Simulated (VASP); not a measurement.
Write the native input for VASP 6.6.1 that does the following.

| Quantity | Value |
| --- | --- |
| Task | single point |
| Functional | LDA |
| Potentials or basis | VASP PAW LDA potentials, release 64 (C) |
| Cutoff | 520 eV |
| k mesh | 12 × 12 × 12 |
| Occupations | gaussian, width 0.05 eV |
| Spin | no spin polarisation |
| Dipole correction | no |
| Further INCAR settings | ALGO = Normal; EDIFF = 1e-06; NBANDS = 11 |

The structure of C lies in POSCAR:

```
C
1.0
    1.2280263465      0.7090013417      3.4306861104
   -1.2280263465      0.7090013417      3.4306861104
    0.0000000000     -1.4180026834      3.4306861104
C
2
Direct
    0.1640000000      0.1640000000      0.1640000000
    0.8360000000      0.8360000000      0.8360000000
```

This cell differs from its parent crystal: strain +0.000 along x and y, +0.025 along z.

The input as run:

INCAR

```
SYSTEM = C
PREC     = Accurate       ! precision mode
ENCUT    = 520            ! plane-wave cutoff, eV
EDIFF    = 1E-6           ! SCF threshold, eV
ISMEAR   = 0              ! smearing method
SIGMA    = 0.05           ! smearing width, eV
LREAL    = .FALSE.        ! projectors in reciprocal space
LASPH    = .TRUE.         ! aspherical terms in the spheres
NELM     = 100            ! most SCF steps
ALGO     = Normal         ! electronic algorithm
ISIF     = 2              ! what is computed and relaxed
LWAVE    = .FALSE.        ! write WAVECAR
LCHARG   = .FALSE.        ! write CHGCAR
GGA      = CA             ! functional
NBANDS   = 11             ! bands
```

KPOINTS

```
Automatic mesh
0
G
  12 12 12
  0 0 0
```

Potentials or basis: VASP PAW LDA potentials, release 64 (C).

Launch:

```console
$ cat potpaw_LDA.64/C/POTCAR > POTCAR
$ mpirun -np 1 vasp_std > vasp.out
```

It gave:

The pressure is -3.4 GPa and the largest force is 0.924 eV/Å. The band gap on the k mesh is 0.67 eV, direct.

Caveat: the cell differs from its parent crystal (strain +0.000 along x and y, +0.025 along z).

Run time: 27 s on 1 thread of AMD EPYC 9R45 96-Core Processor (Zen 5), with other jobs on the host, peak memory 0.12 GiB.
